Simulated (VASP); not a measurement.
# Sc in VASP: notebook, part 2 of 3

VASP 6.6.1.

### 3 Electric field gradients, PBE (z stretched by -1 % at fixed volume)

File INCAR:

```
SYSTEM = Sc
ALGO = Normal
EDIFF = 1E-8
ENCUT = 520
GGA = PE
ISIF = 2
ISMEAR = -1
LASPH = .TRUE.
LCHARG = .FALSE.
LEFG = .TRUE.
LREAL = .FALSE.
LWAVE = .FALSE.
NBANDS = 12
NELM = 100
PREC = Accurate
SIGMA = 0.03
```

File KPOINTS:

```
k-points
0
G
  12 12 12
  0 0 0
```

File POSCAR:

```
Sc
1.0
    0.0000000000      2.2819383596      2.2477950000
    2.2819383596      0.0000000000      2.2477950000
    2.2819383596      2.2819383596      0.0000000000
Sc
1
Direct
    0.0000000000      0.0000000000      0.0000000000
```

Potentials or basis: VASP PAW PBE potentials, release 64 (Sc_sv).

Run with:

```console
$ cat potpaw_PBE.64/Sc_sv/POTCAR > POTCAR
$ mpirun -np 1 vasp_std > vasp.out
```

OUTCAR:

```text
SYSTEM = Sc
   EDIFF = 1E-8
   ENCUT = 520
   GGA = PE
   ISIF = 2
   ISMEAR = -1
   LASPH = .TRUE.
   LREAL = .FALSE.
   NELM = 100
   PREC = Accurate

 ion  position               nearest neighbor table
   1  0.000  0.000  0.000-

  LATTYP: Found a body centered tetragonal cell.
 ALAT       =     3.2271481766
 C/A-ratio  =     1.3930534806

  Lattice vectors:

 A1 = (   0.0000000000,  -2.2819383596,  -2.2477950000)
 A2 = (   0.0000000000,   2.2819383596,  -2.2477950000)
 A3 = (   2.2819383596,   0.0000000000,   2.2477950000)

Analysis of symmetry for initial positions (statically):
=====================================================================
 Subroutine PRICEL returns:
 Original cell was already a primitive cell.

 Routine SETGRP: Setting up the symmetry group for a
 body centered tetragonal supercell.

 Subroutine GETGRP returns: Found 16 space group operations
 (whereof 16 operations were pure point group operations)
 out of a pool of 16 trial point group operations.

The static configuration has the point symmetry D_4h.

Analysis of symmetry for dynamics (positions and initial velocities):
=====================================================================
 Subroutine PRICEL returns:
 Original cell was already a primitive cell.

 Routine SETGRP: Setting up the symmetry group for a
 body centered tetragonal supercell.

 Subroutine GETGRP returns: Found 16 space group operations
 (whereof 16 operations were pure point group operations)
 out of a pool of 16 trial point group operations.

The dynamic configuration has the point symmetry D_4h.

 Subroutine INISYM returns: Found 16 space group operations
 (whereof 16 operations are pure point group operations),
[... 153 lines left out ...]
      4     -23.6383      2.00000
      5      -1.2362      2.00000
      6       5.6670      0.00000
      7       5.6670      0.00000
      8       5.7660      0.00000
      9       7.1131      0.00000
     10       7.2311      0.00000
     11      16.8399      0.00000
     12      20.3517      0.00000
[... 331 lines left out ...]
 k-point    24 :      -0.4167    0.1667    0.0000
  band No.  band energies     occupation
      1     -45.1721      2.00000
      2     -24.0633      2.00000
      3     -23.7813      2.00000
      4     -23.7220      2.00000
      5       2.7468      2.00000
      6       3.9828      1.81698
      7       5.1884      0.00000
      8       5.9652      0.00000
      9       7.9323      0.00000
     10       8.8732      0.00000
     11      11.2260      0.00000
     12      15.8855      0.00000

 [... further k-points ...]
[... 5 lines left out ...]
  --------------------------------------------------------------------------------------
  -------------------------------------------------------------------------------------
  Total        0.4119567      0.4119567      0.4807505      0.0000000      0.0000000     -0.0000000
  in kB       28.1947081     28.1947081     32.9030256      0.0000000      0.0000000     -0.0000000
  external PRESSURE =      29.7641473 kB  Pullay stress =       0.0000000 kB

 VOLUME and BASIS-vectors are now :
 -----------------------------------------------------------------------------
  energy-cutoff  :      520.00
  volume of cell :       23.41
      direct lattice vectors                 reciprocal lattice vectors
     0.000000000  2.281938360  2.247795000    -0.219111966  0.219111966  0.222440214
     2.281938360  0.000000000  2.247795000     0.219111966 -0.219111966  0.222440214
     2.281938360  2.281938360  0.000000000     0.219111966  0.219111966 -0.222440214

 POSITION                                       TOTAL-FORCE (eV/Angst)
 -----------------------------------------------------------------------------------
      0.00000      0.00000      0.00000         0.000000      0.000000      0.000000
 -----------------------------------------------------------------------------------
    total drift:                               -0.000000      0.000000      0.000000

  FREE ENERGIE OF THE ION-ELECTRON SYSTEM (eV)
  ---------------------------------------------------
  free  energy   TOTEN  =        -6.1925565822 eV

  energy  without entropy=       -6.1876144195  energy(sigma->0) =       -6.19008550

 Electric field gradients (V/A^2)
---------------------------------------------------------------------
 ion       V_xx      V_yy      V_zz      V_xy      V_xz      V_yz
---------------------------------------------------------------------
   1      -0.270    -0.270     0.540    -0.000     0.000     0.000
---------------------------------------------------------------------

 Electric field gradients after diagonalization (V/A^2)
 (convention: |V_zz| > |V_xx| > |V_yy|)
----------------------------------------------------------------------
 ion       V_xx      V_yy      V_zz     asymmetry (V_yy - V_xx)/ V_zz
----------------------------------------------------------------------
   1      -0.270    -0.270     0.540       0.001
----------------------------------------------------------------------

           NMR quadrupolar parameters

 Cq : quadrupolar parameter    Cq=e*Q*V_zz/h
 eta: asymmetry parameters     (V_yy - V_xx)/ V_zz
 Q  : nuclear electric quadrupole moment in mb (millibarn)
----------------------------------------------------------------------
 ion       Cq(MHz)       eta       Q (mb)
----------------------------------------------------------------------
   1       0.001       0.001       1.000
----------------------------------------------------------------------
```

OSZICAR:

```text
N       E                     dE             d eps       ncg     rms          rms(c)
DAV:   1     0.726563350406E+02    0.72656E+02   -0.50909E+03  3936   0.903E+02
DAV:   2    -0.539179885579E+01   -0.78048E+02   -0.76360E+02  3916   0.284E+02
DAV:   3    -0.681482186134E+01   -0.14230E+01   -0.13899E+01  5236   0.501E+01
DAV:   4    -0.683576001166E+01   -0.20938E-01   -0.20910E-01  4932   0.478E+00
DAV:   5    -0.683607824316E+01   -0.31823E-03   -0.31821E-03  5288   0.545E-01    0.557E+00
DAV:   6    -0.626843712064E+01    0.56764E+00   -0.85676E-01  5876   0.134E+01    0.166E+00
DAV:   7    -0.619712723512E+01    0.71310E-01   -0.16058E-01  6212   0.556E+00    0.541E-01
DAV:   8    -0.619274031043E+01    0.43869E-02   -0.92886E-03  4652   0.133E+00    0.110E-01
DAV:   9    -0.619254832442E+01    0.19199E-03   -0.65358E-04  5960   0.399E-01    0.213E-02
DAV:  10    -0.619255596110E+01   -0.76367E-05   -0.17380E-05  4212   0.395E-02    0.611E-03
DAV:  11    -0.619255642749E+01   -0.46639E-06   -0.19534E-06  6280   0.185E-02    0.835E-04
DAV:  12    -0.619255650965E+01   -0.82159E-07   -0.20011E-08  4464   0.139E-03    0.318E-04
DAV:  13    -0.619255658540E+01   -0.75750E-07   -0.72767E-09  3432   0.117E-03    0.290E-05
DAV:  14    -0.619255658216E+01    0.32453E-08   -0.53810E-10  2240   0.245E-04
   1 F= -.61925566E+01 E0= -.61900855E+01  d E =-.494216E-02
```

stdout:

```text
POSCAR found type information on POSCAR Sc
 POSCAR found :  1 types and       1 ions
 scaLAPACK will be used
 LDA part: xc-table for (Slater+PW92), standard interpolation
 POSCAR, INCAR and KPOINTS ok, starting setup
 FFT: planning ... GRIDC
 FFT: planning ... GRID_SOFT
 FFT: planning ... GRID
 WAVECAR not read
 entering main loop
ion   1
```

It took 27 s on 1 thread of Intel Xeon Platinum 8259CL at 2.50GHz (Skylake/Cascade Lake), shared host; peak memory 0.16 GiB.

Results:

| Property | Result |
| --- | --- |
| Free energy | -6.1926 eV |
| Pressure | 3.0 GPa |

Levels at points of the mesh, in eV from the Fermi level:
| k point | band 3 | band 4 | band 5 | band 6 | band 7 | band 8 |
| --- | --- | --- | --- | --- | --- | --- |
| (0.00, 0.00, 0.00) | -27.69 | -27.69 | -5.29 | 1.62 | 1.62 | 1.71 |
| (0.50, 0.00, 0.00) | -27.76 | -27.75 | -1.83 | 0.32 | 1.47 | 1.59 |
| (0.50, 0.50, 0.00) | -27.86 | -27.86 | -1.62 | -0.72 | 2.25 | 4.07 |
| (0.50, 0.00, 0.50) | -27.86 | -27.85 | -1.64 | -0.69 | 2.02 | 4.07 |

Electric field gradients, principal values (V/Å²):
| atom | least | middle | greatest (by size) |
| --- | --- | --- | --- |
| 1 Sc | -0.270 | -0.270 | 0.540 |

Caveat: without QUAD_EFG the Cq values of the log hold for a quadrupole moment of 1 mb, not for the nuclei.

### 4 Electric field gradients, r2SCAN

POSCAR is that of step 3.

File INCAR.step1:

```
SYSTEM = Sc
PREC = Accurate
ENCUT = 520
ISMEAR = -1
SIGMA = 0.03
LREAL = .False.
LASPH = .True.
NELM = 80
NBANDS = 12
GGA = PE
ALGO = Normal
EDIFF = 1E-4
LWAVE = .True.
LCHARG = .False.
```

File INCAR.step2:

```
SYSTEM = Sc
PREC = Accurate
ENCUT = 520
EDIFF = 1E-8
ISMEAR = -1
SIGMA = 0.03
LREAL = .False.
LASPH = .True.
NELM = 80
ALGO = Normal
ISIF = 2
LWAVE = .False.
LCHARG = .False.
METAGGA = R2SCAN
LMIXTAU = .True.
LEFG = .True.
NBANDS = 12
ISTART = 1
```

File KPOINTS:

```
regular mesh
0
Gamma
  12 12 12
  0 0 0
```

Potentials or basis: VASP PAW PBE potentials, release 64 (Sc_sv).

Run with:

```console
$ cat potpaw_PBE.64/Sc_sv/POTCAR > POTCAR
$ cp INCAR.step1 INCAR
$ mpirun -np 1 vasp_std > vasp.out
$ cp INCAR.step2 INCAR
$ mpirun -np 1 vasp_std > vasp.out
```

OUTCAR:

```text
SYSTEM = Sc
   PREC = Accurate
   ENCUT = 520
   EDIFF = 1E-8
   ISMEAR = -1
   LREAL = .False.
   LASPH = .True.
   NELM = 80
   ISIF = 2
   METAGGA = R2SCAN
   ISTART = 1

 ion  position               nearest neighbor table
   1  0.000  0.000  0.000-

  LATTYP: Found a body centered tetragonal cell.
 ALAT       =     3.2271481766
 C/A-ratio  =     1.3930534806

  Lattice vectors:

 A1 = (   0.0000000000,  -2.2819383596,  -2.2477950000)
 A2 = (   0.0000000000,   2.2819383596,  -2.2477950000)
 A3 = (   2.2819383596,   0.0000000000,   2.2477950000)

Analysis of symmetry for initial positions (statically):
=====================================================================
 Subroutine PRICEL returns:
 Original cell was already a primitive cell.

 Routine SETGRP: Setting up the symmetry group for a
 body centered tetragonal supercell.

 Subroutine GETGRP returns: Found 16 space group operations
 (whereof 16 operations were pure point group operations)
 out of a pool of 16 trial point group operations.

The static configuration has the point symmetry D_4h.

Analysis of symmetry for dynamics (positions and initial velocities):
=====================================================================
 Subroutine PRICEL returns:
 Original cell was already a primitive cell.

 Routine SETGRP: Setting up the symmetry group for a
 body centered tetragonal supercell.

 Subroutine GETGRP returns: Found 16 space group operations
 (whereof 16 operations were pure point group operations)
 out of a pool of 16 trial point group operations.

The dynamic configuration has the point symmetry D_4h.

 Subroutine INISYM returns: Found 16 space group operations
 (whereof 16 operations are pure point group operations),
 and found     1 'primitive' translations

----------------------------------------------------------------------------------------

                                     Primitive cell

  volume of cell :      23.4096

  direct lattice vectors                    reciprocal lattice vectors
     0.000000000  2.281938360  2.247795000    -0.219111966  0.219111966  0.222440214
     2.281938360  0.000000000  2.247795000     0.219111966 -0.219111966  0.222440214
     2.281938360  2.281938360  0.000000000     0.219111966  0.219111966 -0.222440214

  length of vectors
     3.203096165  3.203096165  3.227148177     0.381444302  0.381444302  0.381444302

  position of ions in fractional coordinates (direct lattice)
     0.000000000  0.000000000  0.000000000

  ion indices of the primitive-cell ions
   primitive index   ion index
                 1           1

----------------------------------------------------------------------------------------

 KPOINTS: regular mesh

Automatic generation of k-mesh.
 Grid dimensions read from file:
 generate k-points for:   12   12   12

 Generating k-lattice:

  Cartesian coordinates                     Fractional coordinates (reciprocal lattice)
    -0.018259330  0.018259330  0.018536684     0.083333333  0.000000000  0.000000000
     0.018259330 -0.018259330  0.018536684     0.000000000  0.083333333  0.000000000
[... 68 lines left out ...]
   PSTRESS=    0.0 pullay stress
   NELECT =      11.0000    total number of electrons
   NUPDOWN=      -1.0000    fix difference up-down
   EMIN   =  10.00;   EMAX   =-10.00  energy-range for DOS
   EFERMI =   0.00;   METHOD = LEGACY
   ISMEAR =    -1;   SIGMA  =   0.03  broadening in eV -4-tet -1-fermi 0-gaus
   EFERMI_NEDOS =   21; number of points for ismear=-14 and -15
   IALGO  =     38    algorithm
   IMIX   =      4    mixing-type and parameters
     AMIX     =   0.40;   BMIX     =  1.00
     AMIX_MAG =   1.60;   BMIX_MAG =  1.00
  volume/ion in A,a.u.               =      23.41       157.98
  Fermi-wavevector in a.u.,A,eV,Ry     =   1.272744  2.405136 22.039751  1.619876
  Thomas-Fermi vector in A             =   2.405605
   LORBIT       =      0    0 simple, 1 ext, 2 COOP (PROOUT), +10 PAW based schemes
   METAGGA = R2SCAN    functional components
   LHFCALC =     F    Hartree Fock is set to
   AEXX    =    0.0000 exact exchange contribution
   IVDW    =     0    specifies the selected vdW correction
   LEPSILON=     F    determine dielectric tensor
   LRPA    =     F    only Hartree local field effects (RPA)
 non-spin polarized calculation
  energy-cutoff  :      520.00
  volume of cell :       23.41
 maximum number of plane-waves:       642
   NGX = 11   NGY = 11   NGZ = 13

 number of electron      10.9999997 magnetization

 Free energy of the ion-electron system (eV)
  ---------------------------------------------------
  ext. energy  EPLUGINS =         0.00000000
  ---------------------------------------------------
  free energy    TOTEN  =       -11.27830187 eV

  energy without entropy =      -11.27347927  energy(sigma->0) =      -11.27589057

 E-fermi :   4.0987     XC(G=0): -10.8352

 val. band max:        4.0754704610   @ k =  -0.2500   0.3333   0.1667
 cond. band min:       4.1082006555   @ k =   0.5000   0.1667   0.0833
 fundamental gap:      0.0327301945
 Fermi energy:         4.0987445852

 k-point     1 :       0.0000    0.0000    0.0000
  band No.  band energies     occupation
      1     -47.2989      2.00000
      2     -24.7030      2.00000
      3     -24.7012      2.00000
      4     -24.7011      2.00000
      5      -1.5728      2.00000
      6       5.9445      0.00000
      7       5.9446      0.00000
      8       6.0397      0.00000
      9       7.4828      0.00000
     10       7.5979      0.00000
     11      17.3540      0.00000
     12      21.1807      0.00000
[... 331 lines left out ...]
 k-point    24 :      -0.4167    0.1667    0.0000
  band No.  band energies     occupation
      1     -47.2134      2.00000
      2     -25.1459      2.00000
      3     -24.8505      2.00000
      4     -24.7867      2.00000
      5       2.7353      2.00000
      6       3.9308      1.99261
      7       5.3819      0.00000
      8       6.2490      0.00000
      9       8.2996      0.00000
     10       9.2372      0.00000
     11      11.7269      0.00000
     12      16.4440      0.00000

 [... further k-points ...]
[... 5 lines left out ...]
  --------------------------------------------------------------------------------------
  -------------------------------------------------------------------------------------
  Total        0.5874257      0.5874257      0.6313869      0.0000000     -0.0000000      0.0000000
  in kB       40.2039788     40.2039788     43.2127205      0.0000000     -0.0000000      0.0000000
  external PRESSURE =      41.2068927 kB  Pullay stress =       0.0000000 kB

 VOLUME and BASIS-vectors are now :
 -----------------------------------------------------------------------------
  energy-cutoff  :      520.00
  volume of cell :       23.41
      direct lattice vectors                 reciprocal lattice vectors
     0.000000000  2.281938360  2.247795000    -0.219111966  0.219111966  0.222440214
     2.281938360  0.000000000  2.247795000     0.219111966 -0.219111966  0.222440214
     2.281938360  2.281938360  0.000000000     0.219111966  0.219111966 -0.222440214

 POSITION                                       TOTAL-FORCE (eV/Angst)
 -----------------------------------------------------------------------------------
      0.00000      0.00000      0.00000         0.000000      0.000000      0.000000
 -----------------------------------------------------------------------------------
    total drift:                                0.000000      0.000000      0.000000

  FREE ENERGIE OF THE ION-ELECTRON SYSTEM (eV)
  ---------------------------------------------------
  free  energy   TOTEN  =       -11.2783018698 eV

  energy  without entropy=      -11.2734792734  energy(sigma->0) =      -11.27589057

 Electric field gradients (V/A^2)
---------------------------------------------------------------------
 ion       V_xx      V_yy      V_zz      V_xy      V_xz      V_yz
---------------------------------------------------------------------
   1      -0.510    -0.510     1.020    -0.000     0.000     0.000
---------------------------------------------------------------------

 Electric field gradients after diagonalization (V/A^2)
 (convention: |V_zz| > |V_xx| > |V_yy|)
----------------------------------------------------------------------
 ion       V_xx      V_yy      V_zz     asymmetry (V_yy - V_xx)/ V_zz
----------------------------------------------------------------------
   1      -0.510    -0.510     1.020       0.000
----------------------------------------------------------------------

           NMR quadrupolar parameters

 Cq : quadrupolar parameter    Cq=e*Q*V_zz/h
 eta: asymmetry parameters     (V_yy - V_xx)/ V_zz
 Q  : nuclear electric quadrupole moment in mb (millibarn)
----------------------------------------------------------------------
 ion       Cq(MHz)       eta       Q (mb)
----------------------------------------------------------------------
   1       0.002       0.000       1.000
----------------------------------------------------------------------
```

Run time: 2 min. Hardware: 1 thread of Intel Xeon Platinum 8259CL at 2.50GHz (Skylake/Cascade Lake), shared host; peak memory 0.17 GiB.

Results:

| Quantity | Value |
| --- | --- |
| Free energy | -11.2783 eV |
| Pressure | 4.1 GPa |

Stress tensor (GPa, compression positive):
```
4.02 0.00 0.00
0.00 4.02 0.00
0.00 0.00 4.32
```

Levels at points of the mesh, in eV from the Fermi level:
```
           k point  band 1  band 2  band 3  band 4  band 5  band 6  band 7  band 8  band 9  band 10
(0.00, 0.00, 0.00)  -51.40  -28.80  -28.80  -28.80   -5.67    1.85    1.85    1.94    3.38     3.50
(0.50, 0.00, 0.00)  -51.32  -29.29  -28.87  -28.86   -1.89    0.15    1.69    1.80    4.38     4.43
(0.50, 0.50, 0.00)  -51.29  -29.26  -28.98  -28.98   -1.69   -0.70    2.24    4.42    4.65     4.65
(0.50, 0.00, 0.50)  -51.30  -29.26  -28.98  -28.96   -1.71   -0.65    1.98    4.42    4.61     4.69
```

Electric field gradients, principal values (V/Å²):
```
atom   least  middle  greatest (by size)
1 Sc  -0.510  -0.510               1.020
```

Caveat: without QUAD_EFG the Cq values of the log hold for a quadrupole moment of 1 mb, not for the nuclei; the PAW data sets were made with another functional, which shifts forces and pressure a little.

(Part 2 of 3 ends here.)
